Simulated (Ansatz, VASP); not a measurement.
## Se: VASP beside Ansatz

```
Se
1.0
    -1.74500    1.74500    1.74500
     1.74500   -1.74500    1.74500
     1.74500    1.74500   -1.74500
Se
1
Direct
  0.00000 0.00000 0.00000
```

Alike in both runs: task single point; functional PBE; k mesh 18 × 18 × 18; occupations gaussian, width 0.1 eV; no spin polarisation.

```csv
,VASP,Ansatz
version,VASP 6.6.1,Ansatz 0.2.0
potentials or method,"VASP PAW PBE potentials, release 64 (Se), cutoff 520 eV","scalar-relativistic, plane waves, PAW"
valence electrons in the cell,6,16
```

|  | VASP | Ansatz | Ansatz less VASP |
| --- | --- | --- | --- |
| gap on the k mesh at the Fermi level (eV) | none | none | - |
| pressure (GPa) | -2.8 | -2.8 | -0.01 |

A gap of «none» marks a metal or a gap that the smearing closes. VASP's potentials hold 6 valence electrons a cell and Ansatz's 16, so a difference there can come from the potentials and not from the codes.
